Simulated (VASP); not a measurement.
Crystal: CdTe3.

```
CELL_PARAMETERS angstrom
5.19633 0.00000 0.00000
0.00000 5.19633 0.00000
0.00000 0.00000 5.19633
ATOMIC_POSITIONS crystal
Cd 0.00000 0.00000 0.00000
Te 0.50000 0.00000 0.00000
Te 0.00000 0.50000 0.00000
Te 0.00000 0.00000 0.50000
```

The cell was generated, and may not be a known phase.

* Program: VASP 6.6.1
* Task: relaxation of cell and atoms
* Functional: PBE
* Potentials or basis: VASP PAW PBE potentials, release 64 (Cd, Te)
* Cutoff: 600 eV
* k mesh: 4 × 4 × 4
* Occupations: gaussian, width 0.2 eV
* Spin: no spin polarisation

At the start: pressure 13.7 GPa; volume 35.08 Å³/atom.

**Question.** How do energy, volume and symmetry change on relaxing?

**Answer.** Over 3 steps the energy falls by 367.1 meV/atom and the volume is 46.10 Å³/atom (+31.4 %); space group Pm-3m (No. 221, to 0.1 Å) before and after.

The path:
```csv
step,energy change (eV),largest force (eV/Å),pressure (GPa),volume (Å³)
1,0.0000,0.0000,13.72,140.31
2,-1.2729,0.0000,-2.22,210.56
3,-1.4684,0.0000,0.17,184.40
```

Final structure:
```cif
data_structure
_symmetry_space_group_name_H-M 'P 1'
_symmetry_Int_Tables_number 1
_cell_length_a 5.6919
_cell_length_b 5.6919
_cell_length_c 5.6919
_cell_angle_alpha 90.000
_cell_angle_beta 90.000
_cell_angle_gamma 90.000
_cell_volume 184.40
loop_
_atom_site_label
_atom_site_type_symbol
_atom_site_fract_x
_atom_site_fract_y
_atom_site_fract_z
_atom_site_occupancy
Cd1 Cd 0.00000 0.00000 0.00000 1
Te1 Te 0.50000 0.00000 0.00000 1
Te2 Te 0.00000 0.50000 0.00000 1
Te3 Te 0.00000 0.00000 0.50000 1
```

Caveat: the volume moved by over 15 % at a fixed basis, so the end points are rough.
